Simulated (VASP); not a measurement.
# SnO2 (Fm-3m) in VASP: further runs

Aim: see how the results for SnO2 move with the level of theory and the settings. Levels: r2SCAN, r2SCAN0, r2SCANh, PBE-based screened hybrid. Tasks: single point.

Program: VASP 6.6.1. These are calculated values, not measurements. Logs are shortened: lines on timing, memory, paths and dates and some standing lists are left out, and cuts for length are marked.

**1. The cell of the first run**

The structure is cubic, space group Fm-3m (No. 225). The conventional cell has a = 5.114 Å, b = 5.114 Å, c = 5.114 Å, α = 90.00°, β = 90.00°, γ = 90.00°. Within 2.9 Å of Sn (site symmetry m-3m) lie 8 O at 2.21 Å. O (site symmetry -43m) has 4 Sn at 2.21 Å and 6 O at 2.56 Å within 2.9 Å.

**2. Single point, r2SCAN**

The input, POSCAR:

```
SnO2
1.0
    0.0000000000      2.5568733049      2.5568733049
    2.5568733049      0.0000000000      2.5568733049
    2.5568733049      2.5568733049      0.0000000000
Sn O
1 2
Direct
    0.0000000000      0.0000000000      0.0000000000
    0.7500000000      0.7500000000      0.7500000000
    0.2500000000      0.2500000000      0.2500000000
```

The input, INCAR.step1:

```
PREC = Accurate
ENCUT = 520
ISMEAR = -1
SIGMA = 0.05
LREAL = False
LASPH = True
NELM = 100
NBANDS = 20
GGA = PE
ALGO = Normal
EDIFF = 1E-4
LWAVE = True
LCHARG = False
```

The input, INCAR.step2:

```
PREC = Accurate
ENCUT = 520
EDIFF = 1E-7
ISMEAR = -1
SIGMA = 0.05
LREAL = False
LASPH = True
NELM = 100
ALGO = Normal
ISIF = 2
LWAVE = False
LCHARG = True
METAGGA = R2SCAN
LMIXTAU = True
LELF = True
LVHAR = True
NBANDS = 20
ISTART = 1
```

The input, KPOINTS:

```
Automatic mesh
0
Gamma
  9 9 9
```

Potentials or basis: VASP PAW PBE potentials, release 64 (Sn_d, O).

Command:

```bash
cat potpaw_PBE.64/Sn_d/POTCAR potpaw_PBE.64/O/POTCAR > POTCAR
cp INCAR.step1 INCAR
mpirun -np 1 vasp_std > vasp.out
cp INCAR.step2 INCAR
mpirun -np 1 vasp_std > vasp.out
```

OUTCAR:

```text
PREC = Accurate
   ENCUT = 520
   EDIFF = 1E-7
   ISMEAR = -1
   LREAL = False
   LASPH = True
   NELM = 100
   ISIF = 2
   METAGGA = R2SCAN
   ISTART = 1

 ion  position               nearest neighbor table
   1  0.000  0.000  0.000-   2 2.21   2 2.21   2 2.21   2 2.21   3 2.21   3 2.21   3 2.21   3 2.21

   2  0.750  0.750  0.750-   1 2.21   1 2.21   1 2.21   1 2.21
   3  0.250  0.250  0.250-   1 2.21   1 2.21   1 2.21   1 2.21

  LATTYP: Found a face centered cubic cell.
 ALAT       =     5.1137466098

  Lattice vectors:

 A1 = (   0.0000000000,   2.5568733049,   2.5568733049)
 A2 = (   2.5568733049,   0.0000000000,   2.5568733049)
 A3 = (   2.5568733049,   2.5568733049,   0.0000000000)

Analysis of symmetry for initial positions (statically):
=====================================================================
 Subroutine PRICEL returns:
 Original cell was already a primitive cell.

 Routine SETGRP: Setting up the symmetry group for a
 face centered cubic supercell.

 Subroutine GETGRP returns: Found 48 space group operations
 (whereof 48 operations were pure point group operations)
 out of a pool of 48 trial point group operations.

The static configuration has the point symmetry O_h .

Analysis of symmetry for dynamics (positions and initial velocities):
=====================================================================
 Subroutine PRICEL returns:
 Original cell was already a primitive cell.

 Routine SETGRP: Setting up the symmetry group for a
 face centered cubic supercell.

 Subroutine GETGRP returns: Found 48 space group operations
 (whereof 48 operations were pure point group operations)
 out of a pool of 48 trial point group operations.

The dynamic configuration has the point symmetry O_h .

 Subroutine INISYM returns: Found 48 space group operations
 (whereof 48 operations are pure point group operations),
 and found     1 'primitive' translations

----------------------------------------------------------------------------------------

                                     Primitive cell

  volume of cell :      33.4316

  direct lattice vectors                    reciprocal lattice vectors
     0.000000000  2.556873305  2.556873305    -0.195551340  0.195551340  0.195551340
     2.556873305  0.000000000  2.556873305     0.195551340 -0.195551340  0.195551340
     2.556873305  2.556873305  0.000000000     0.195551340  0.195551340 -0.195551340

  length of vectors
     3.615964905  3.615964905  3.615964905     0.338704856  0.338704856  0.338704856

  position of ions in fractional coordinates (direct lattice)
     0.000000000  0.000000000  0.000000000
     0.750000000  0.750000000  0.750000000
     0.250000000  0.250000000  0.250000000

  ion indices of the primitive-cell ions
   primitive index   ion index
                 1           1
                 2           2
                 3           3

----------------------------------------------------------------------------------------

 KPOINTS: Automatic mesh

Automatic generation of k-mesh.
 Grid dimensions read from file:
 generate k-points for:    9    9    9

 Generating k-lattice:

  Cartesian coordinates                     Fractional coordinates (reciprocal lattice)
    -0.021727927  0.021727927  0.021727927     0.111111111  0.000000000  0.000000000
     0.021727927 -0.021727927  0.021727927     0.000000000  0.111111111  0.000000000
     0.021727927  0.021727927 -0.021727927     0.000000000  0.000000000  0.111111111

  Length of vectors
     0.037633873  0.037633873  0.037633873

  Shift w.r.t. Gamma in fractional coordinates (k-lattice)
     0.000000000  0.000000000  0.000000000

 Subroutine IBZKPT returns following result:
 ===========================================

 Found     35 irreducible k-points:

 Following reciprocal coordinates:
            Coordinates               Weight
  0.000000  0.000000  0.000000      1.000000
  0.111111  0.000000  0.000000      8.000000
  0.222222  0.000000  0.000000      8.000000
  0.333333  0.000000  0.000000      8.000000
  0.444444  0.000000  0.000000      8.000000
  0.111111  0.111111  0.000000      6.000000
[... 16 lines left out ...]
 -0.333333  0.333333  0.000000     12.000000
  0.444444  0.444444  0.000000      6.000000
 [... further k-points ...]
   k-points           NKPTS =     35   k-points in BZ     NKDIM =     35   number of bands    NBANDS=     20
   number of dos      NEDOS =    301   number of ions     NIONS =      3
   total plane-waves  NPLWV =  21952
   dimension x,y,z NGX =    28 NGY =   28 NGZ =   28
   dimension x,y,z NGXF=    56 NGYF=   56 NGZF=   56
   ions per type =               1   2
   NGX,Y,Z   is equivalent  to a cutoff of  12.87, 12.87, 12.87 a.u.
   NGXF,Y,Z  is equivalent  to a cutoff of  25.75, 25.75, 25.75 a.u.
 SYSTEM =  unknown system
   PREC   = accura    normal or accurate (medium, high low for compatibility)
   ISTART =      1    job   : 0-new  1-cont  2-samecut
   ICHARG =      0    charge: 1-file 2-atom 10-const
   ISPIN  =      1    spin polarized calculation?
   LNONCOLLINEAR =      F non collinear calculations
   LSORBIT =      F    spin-orbit coupling
   LASPH  =      T    aspherical Exc in radial PAW
   ENCUT  =  520.0 eV  38.22 Ry    6.18 a.u.   6.72  6.72  6.72*2*pi/ulx,y,z
   NELM   =    100;   NELMIN=  2; NELMDL=  0     # of ELM steps
   EDIFF  = 0.1E-06   stopping-criterion for ELM
   LREAL  =      F    real-space projection
   EDIFFG = 0.1E-05   stopping-criterion for IOM
   NSW    =      0    number of steps for IOM
   IBRION =     -1    ionic relax: 0-MD 1-quasi-New 2-CG
   NFREE  =      0    steps in history (QN), initial steepest desc. (CG)
   ISIF   =      2    stress and relaxation
   ISYM   =      2    0-nonsym 1-usesym 2-fastsym
   POTIM  = 0.5000    time-step for ionic-motion
   TEBEG  =    0.0;   TEEND  =   0.0 temperature during run
   PSTRESS=    0.0 pullay stress
   NELECT =      26.0000    total number of electrons
   NUPDOWN=      -1.0000    fix difference up-down
   EMIN   =  10.00;   EMAX   =-10.00  energy-range for DOS
   EFERMI =   0.00;   METHOD = LEGACY
   ISMEAR =    -1;   SIGMA  =   0.05  broadening in eV -4-tet -1-fermi 0-gaus
   EFERMI_NEDOS =   21; number of points for ismear=-14 and -15
   IALGO  =     38    algorithm
   IMIX   =      4    mixing-type and parameters
     AMIX     =   0.40;   BMIX     =  1.00
     AMIX_MAG =   1.60;   BMIX_MAG =  1.00
  volume/ion in A,a.u.               =      11.14        75.20
  Fermi-wavevector in a.u.,A,eV,Ry     =   1.505498  2.844978 30.837919  2.266523
  Thomas-Fermi vector in A             =   2.616338
   LORBIT       =      0    0 simple, 1 ext, 2 COOP (PROOUT), +10 PAW based schemes
   METAGGA = R2SCAN    functional components
   LHFCALC =     F    Hartree Fock is set to
   AEXX    =    0.0000 exact exchange contribution
   IVDW    =     0    specifies the selected vdW correction
   LEPSILON=     F    determine dielectric tensor
   LRPA    =     F    only Hartree local field effects (RPA)
 non-spin polarized calculation
  energy-cutoff  :      520.00
  volume of cell :       33.43
 maximum number of plane-waves:       914
   NGX = 13   NGY = 13   NGZ = 13

 number of electron      25.9999984 magnetization

 Free energy of the ion-electron system (eV)
  ---------------------------------------------------
  ext. energy  EPLUGINS =         0.00000000
  ---------------------------------------------------
  free energy    TOTEN  =       -41.47364012 eV

  energy without entropy =      -41.47361535  energy(sigma->0) =      -41.47362774

 E-fermi :   7.6564     XC(G=0): -12.6025

 val. band max:        7.2220673990   @ k =  -0.3333   0.4444   0.2222
 cond. band min:       7.8784935680   @ k =   0.0000   0.0000   0.0000
 fundamental gap:      0.6564261690
 Fermi energy:         7.6563920986

 k-point     1 :       0.0000    0.0000    0.0000
  band No.  band energies     occupation
      1     -13.8550      2.00000
      2     -13.8549      2.00000
      3     -13.8549      2.00000
      4     -13.6901      2.00000
      5     -13.6901      2.00000
      6     -13.1282      2.00000
[... 12 lines left out ...]
     19      23.4082      0.00000
     20      23.4082      0.00000

 k-point     2 :       0.1111    0.0000    0.0000
  band No.  band energies     occupation
      1     -13.9143      2.00000
      2     -13.8458      2.00000
      3     -13.8458      2.00000
      4     -13.6905      2.00000
      5     -13.6905      2.00000
      6     -13.0029      2.00000
[... 12 lines left out ...]
     19      23.4409      0.00000
     20      23.4409      0.00000

 k-point     3 :       0.2222    0.0000    0.0000
  band No.  band energies     occupation
      1     -14.0801      2.00000
      2     -13.8258      2.00000
      3     -13.8258      2.00000
      4     -13.6881      2.00000
      5     -13.6881      2.00000
      6     -12.6050      2.00000
[... 12 lines left out ...]
     19      23.5169      0.00000
     20      23.6502      0.00000

 k-point     4 :       0.3333    0.0000    0.0000
  band No.  band energies     occupation
      1     -14.2669      2.00000
      2     -13.8106      2.00000
      3     -13.8105      2.00000
      4     -13.6775      2.00000
      5     -13.6775      2.00000
      6     -11.9772      2.00000
[... 12 lines left out ...]
     19      23.5330      0.00000
     20      24.0766      0.00000

 k-point     5 :       0.4444    0.0000    0.0000
  band No.  band energies     occupation
      1     -14.3833      2.00000
      2     -13.8055      2.00000
      3     -13.8054      2.00000
      4     -13.6655      2.00000
      5     -13.6655      2.00000
      6     -11.2899      2.00000
[... 12 lines left out ...]
     19      23.4052      0.00000
     20      23.5863      0.00000

 k-point     6 :       0.1111    0.1111    0.0000
  band No.  band energies     occupation
      1     -13.9362      2.00000
      2     -13.8376      2.00000
      3     -13.8375      2.00000
      4     -13.6970      2.00000
      5     -13.6853      2.00000
      6     -12.9721      2.00000
[... 12 lines left out ...]
     19      23.4573      0.00000
     20      23.5679      0.00000

 k-point     7 :       0.2222    0.1111    0.0000
  band No.  band energies     occupation
      1     -14.0454      2.00000
      2     -13.8403      2.00000
      3     -13.8168      2.00000
      4     -13.7028      2.00000
      5     -13.6801      2.00000
      6     -12.6769      2.00000
[... 12 lines left out ...]
     19      23.7481      0.00000
     20      24.4203      0.00000
[... 277 lines left out ...]
 k-point    20 :       0.3333    0.3333    0.0000
  band No.  band energies     occupation
      1     -14.3413      2.00000
      2     -13.7401      2.00000
      3     -13.7401      2.00000
      4     -13.7392      2.00000
      5     -13.6596      2.00000
      6     -11.9804      2.00000
[... 12 lines left out ...]
     19      24.7459      0.00000
     20      27.4130      0.00000

 k-point    21 :       0.4444    0.3333    0.0000
  band No.  band energies     occupation
      1     -14.3955      2.00000
      2     -13.7871      2.00000
      3     -13.7438      2.00000
      4     -13.7244      2.00000
      5     -13.6556      2.00000
      6     -11.5840      2.00000
[... 12 lines left out ...]
     19      25.1403      0.00000
     20      26.8305      0.00000

 k-point    22 :      -0.4444    0.3333    0.0000
  band No.  band energies     occupation
      1     -14.3636      2.00000
      2     -13.9265      2.00000
      3     -13.7365      2.00000
      4     -13.7228      2.00000
      5     -13.6632      2.00000
      6     -11.0365      2.00000
[... 12 lines left out ...]
     19      24.9616      0.00000
     20      26.5639      0.00000

 k-point    23 :      -0.3333    0.3333    0.0000
  band No.  band energies     occupation
      1     -14.2515      2.00000
      2     -14.0730      2.00000
      3     -13.7348      2.00000
      4     -13.7202      2.00000
      5     -13.6799      2.00000
      6     -10.5017      2.00000
[... 12 lines left out ...]
     19      24.0615      0.00000
     20      27.4008      0.00000

 k-point    24 :       0.4444    0.4444    0.0000
  band No.  band energies     occupation
      1     -14.4705      2.00000
      2     -13.7548      2.00000
      3     -13.7048      2.00000
      4     -13.7048      2.00000
      5     -13.6506      2.00000
      6     -11.5528      2.00000
[... 12 lines left out ...]
     19      25.4252      0.00000
     20      26.0546      0.00000

 [... further k-points ...]

------------------------ aborting loop because EDIFF is reached ----------------------------------------

  FORCE on cell =-STRESS in cart. coord.  units (eV):
  Direction    XX          YY          ZZ          XY          YZ          ZX
  --------------------------------------------------------------------------------------
  -------------------------------------------------------------------------------------
  Total       -0.9689289     -0.9689289     -0.9689289     -0.0000000     -0.0000000     -0.0000000
  in kB      -46.4349388    -46.4349388    -46.4349388     -0.0000000     -0.0000000     -0.0000000
  external PRESSURE =     -46.4349388 kB  Pullay stress =       0.0000000 kB

 VOLUME and BASIS-vectors are now :
 -----------------------------------------------------------------------------
  energy-cutoff  :      520.00
  volume of cell :       33.43
      direct lattice vectors                 reciprocal lattice vectors
     0.000000000  2.556873305  2.556873305    -0.195551340  0.195551340  0.195551340
     2.556873305  0.000000000  2.556873305     0.195551340 -0.195551340  0.195551340
     2.556873305  2.556873305  0.000000000     0.195551340  0.195551340 -0.195551340

 POSITION                                       TOTAL-FORCE (eV/Angst)
 -----------------------------------------------------------------------------------
      0.00000      0.00000      0.00000         0.000000     -0.000000     -0.000000
      3.83531      3.83531      3.83531        -0.000000     -0.000000     -0.000000
      1.27844      1.27844      1.27844         0.000000      0.000000      0.000000
 -----------------------------------------------------------------------------------
    total drift:                               -0.000000     -0.000000      0.000000

  FREE ENERGIE OF THE ION-ELECTRON SYSTEM (eV)
  ---------------------------------------------------
  free  energy   TOTEN  =       -41.4736401218 eV

  energy  without entropy=      -41.4736153536  energy(sigma->0) =      -41.47362774
```

It took 87 s on 1 thread of Intel Xeon 6975P-C, shared host; peak memory 0.18 GiB.

Results:

```yaml
Free_energy: -41.4736 eV
Pressure: -4.6 GPa
Band_gap_on_the_k_mesh: 0.66 eV, indirect (least direct gap 1.95 eV)
```

Levels at points of the mesh, in eV from the valence-band top:
| k point | band 9 | band 10 | band 11 | band 12 | band 13 | band 14 | band 15 | band 16 | band 17 | band 18 |
| --- | --- | --- | --- | --- | --- | --- | --- | --- | --- | --- |
| (0.00, 0.00, 0.00) | -2.86 | -2.86 | -1.29 | -1.29 | -1.29 | 0.66 | 7.87 | 7.87 | 7.87 | 13.79 |

Caveat: the PAW data sets were made with another functional, which shifts forces and pressure a little; spin-orbit coupling is left out, which moves the levels of the heavy elements. r2SCAN opens gaps a little over a GGA but as a rule still falls short of measured ones.

**3. Single point, r2SCAN0**

This run uses another cell than the first one, of 11.37 Å³/atom, 1.020 times its volume.

The input, POSCAR:

```
SnO2
1.0
    0.0000000000      2.5741500000      2.5741500000
    2.5741500000      0.0000000000      2.5741500000
    2.5741500000      2.5741500000      0.0000000000
Sn O
1 2
Direct
    0.0000000000      0.0000000000      0.0000000000
    0.7500000000      0.7500000000      0.7500000000
    0.2500000000      0.2500000000      0.2500000000
```

The input, INCAR.step1:

```
  PREC = Accurate
  ENCUT = 520
  EDIFF = 1E-5
  ISMEAR = -1
  SIGMA = 0.05
  LREAL = False
  LASPH = True
  NELM = 60
  ALGO = Normal
  ISIF = 2
  LWAVE = True
  LCHARG = False
  GGA = PE
  NBANDS = 20
```

The input, INCAR.step2:

```
  PREC = Accurate
  ENCUT = 520
  EDIFF = 1E-7
  ISMEAR = -1
  SIGMA = 0.05
  LREAL = False
  LASPH = True
  NELM = 60
  ALGO = Normal
  ISIF = 2
  LWAVE = False
  LCHARG = False
  METAGGA = R2SCAN
  LHFCALC = True
  AEXX = 0.25
  LMIXTAU = True
  PRECFOCK = Normal
  ISTART = 1
  NBANDS = 20
```

The input, KPOINTS:

```
Automatic mesh
0
Gamma
  5 5 5
```

Potentials or basis: VASP PAW PBE potentials, release 64 (Sn_d, O).

Command:

```bash
cat potpaw_PBE.64/Sn_d/POTCAR potpaw_PBE.64/O/POTCAR > POTCAR
cp INCAR.step1 INCAR
mpirun -np 1 vasp_std > vasp.out
cp INCAR.step2 INCAR
mpirun -np 1 vasp_std > vasp.out
```

Wall time 35 min (1 thread of Intel Xeon Platinum 8559C (Emerald Rapids), shared host); peak memory 0.18 GiB.

It converged, with:

- Free energy: -42.0595 eV
- Pressure: -16.6 GPa
- Band gap on the k mesh: 2.42 eV, indirect (least direct gap 3.68 eV)

Levels at points of the mesh, in eV from the valence-band top:
| k point | band 9 | band 10 | band 11 | band 12 | band 13 | band 14 | band 15 | band 16 | band 17 | band 18 |
| --- | --- | --- | --- | --- | --- | --- | --- | --- | --- | --- |
| (0.00, 0.00, 0.00) | -2.97 | -2.97 | -1.26 | -1.26 | -1.26 | 2.42 | 10.02 | 10.02 | 10.02 | 15.95 |

Caveat: the k points lie up to 0.42 Å⁻¹ apart; the PAW data sets were made with another functional, which shifts forces and pressure a little; spin-orbit coupling is left out, which moves the levels of the heavy elements. A k mesh can miss the band edges.

**4. Single point, r2SCANh**

This run uses another cell than the first one, of 11.37 Å³/atom, 1.020 times its volume.

POSCAR is that of step 3.

The input, INCAR.step1:

```
PREC = Accurate
ENCUT = 520
EDIFF = 1E-5
ISMEAR = -1
SIGMA = 0.05
LREAL = False
LASPH = True
NELM = 100
ALGO = Normal
ISIF = 2
LWAVE = True
LCHARG = False
NBANDS = 20
GGA = PE
```

The input, INCAR.step2:

```
PREC = Accurate
ENCUT = 520
EDIFF = 1E-6
ISMEAR = -1
SIGMA = 0.05
LREAL = False
LASPH = True
NELM = 100
ALGO = Normal
ISIF = 2
LWAVE = False
LCHARG = False
METAGGA = R2SCAN
LHFCALC = True
AEXX = 0.1
LMIXTAU = True
PRECFOCK = Normal
NBANDS = 20
ISTART = 1
```

The input, KPOINTS:

```
regular mesh
0
Gamma
  5 5 5
```

Command:

```bash
cat potpaw_PBE.64/Sn_d/POTCAR potpaw_PBE.64/O/POTCAR > POTCAR
cp INCAR.step1 INCAR
mpirun -np 1 vasp_std > vasp.out
cp INCAR.step2 INCAR
mpirun -np 1 vasp_std > vasp.out
```

It took 20 min on 1 thread of Intel Xeon Platinum 8559C (Emerald Rapids), shared host; peak memory 0.19 GiB.

The run converged. Its results:

```
Free energy            : -41.6734 eV
Pressure               : -12.0 GPa
Band gap on the k mesh : 1.24 eV, indirect (least direct gap 2.47 eV)
```

Levels at points of the mesh, in eV from the valence-band top:
| k point | band 11 | band 12 | band 13 | band 14 | band 15 | band 16 |
| --- | --- | --- | --- | --- | --- | --- |
| (0.00, 0.00, 0.00) | -1.23 | -1.23 | -1.23 | 1.24 | 8.70 | 8.70 |

Caveat: the k points lie up to 0.42 Å⁻¹ apart; the PAW data sets were made with another functional, which shifts forces and pressure a little; spin-orbit coupling is left out, which moves the levels of the heavy elements. A k mesh can miss the band edges.

(Part 1 of 2 ends here.)
